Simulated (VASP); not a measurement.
A run of VASP 6.6.1 is set up as follows.

The input INCAR:

```
SYSTEM = BC
  PREC = Accurate
  ENCUT = 520
  EDIFF = 1E-7
  ISMEAR = 0
  SIGMA = 0.1
  LREAL = .FALSE.
  LASPH = .TRUE.
  NELM = 80
  ALGO = Normal
  ISIF = 2
  LWAVE = .FALSE.
  LCHARG = .FALSE.
  GGA = PE
  NBANDS = 24
```

The input KPOINTS:

```
regular mesh
0
G
  6 4 4
  0 0 0
```

File POSCAR:

```
BC
1.0
    2.5955738700      0.0000000000      0.0000000000
    0.0000000000      4.4566806800      0.0000000000
    0.0000000000      0.0000000000      4.5336232600
B C
4 4
Direct
    0.7517375200      0.4107488200      0.9331580000
    0.2482624800      0.5892511800      0.9331580000
    0.7517375200      0.0892511800      0.4331580000
    0.2482624800      0.9107488200      0.4331580000
    0.1812587000      0.8705480100      0.1075797100
    0.8187413000      0.1294519900      0.1075797100
    0.1812587000      0.6294519900      0.6075797100
    0.8187413000      0.3705480100      0.6075797100
```

Potentials or basis: VASP PAW PBE potentials, release 64 (B, C).

The run is started by

```bash
$ cat potpaw_PBE.64/B/POTCAR potpaw_PBE.64/C/POTCAR > POTCAR
$ mpirun -np 1 vasp_std > vasp.out
```

Q: Estimate the band gap on the k mesh.

A: Zero (bands 14 and 15 overlap by 3.40 eV).

Q: What does it give for the largest force?

A: 5.710 eV/Å.

Forces on the atoms (eV/Å):
```
B   -1.644 -5.106  1.957
B    1.644  5.106  1.957
B   -1.644  5.106  1.957
B    1.644 -5.106  1.957
C   -0.017  2.031 -1.957
C    0.017 -2.031 -1.957
C   -0.017 -2.031 -1.957
C    0.017  2.031 -1.957
```

Caveat: the k points lie up to 0.40 Å⁻¹ apart, too coarse for converged energies and pressures of a metal; forces of over 1 eV/Å act on the atoms, so gaps and moduli don't describe the material at rest.
